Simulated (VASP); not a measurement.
Here is a VASP 6.6.1 calculation.

INCAR

```
PREC = Accurate
ENCUT = 520
EDIFF = 1E-6
ISMEAR = -1
SIGMA = 0.1
LREAL = False
LASPH = True
NELM = 100
ALGO = Normal
ISIF = 2
LWAVE = False
LCHARG = False
GGA = RE
NBANDS = 12
```

Contents of KPOINTS:

```
Automatic mesh
0
Gamma
  15 15 15
```

The input POSCAR:

```
Zn
1.0
    0.0000000000      1.9040988967      1.9040988967
    1.9040988967      0.0000000000      1.9040988967
    1.9040988967      1.9040988967      0.0000000000
Zn
1
Direct
    0.0000000000      0.0000000000      0.0000000000
```

Potentials or basis: VASP PAW PBE potentials, release 64 (Zn).

Launch:

```bash
$ cat potpaw_PBE.64/Zn/POTCAR > POTCAR
$ mpirun -np 1 vasp_std > vasp.out
```

Q: Predict the band gap on the k mesh.

A: Zero (band 6 reaches 5.83 eV, above the bottom of band 7 at 2.84 eV).

Q: Estimate the pressure.

A: 11.4 GPa.

Caveat: the PAW data sets were made with another functional, which shifts forces and pressure a little.
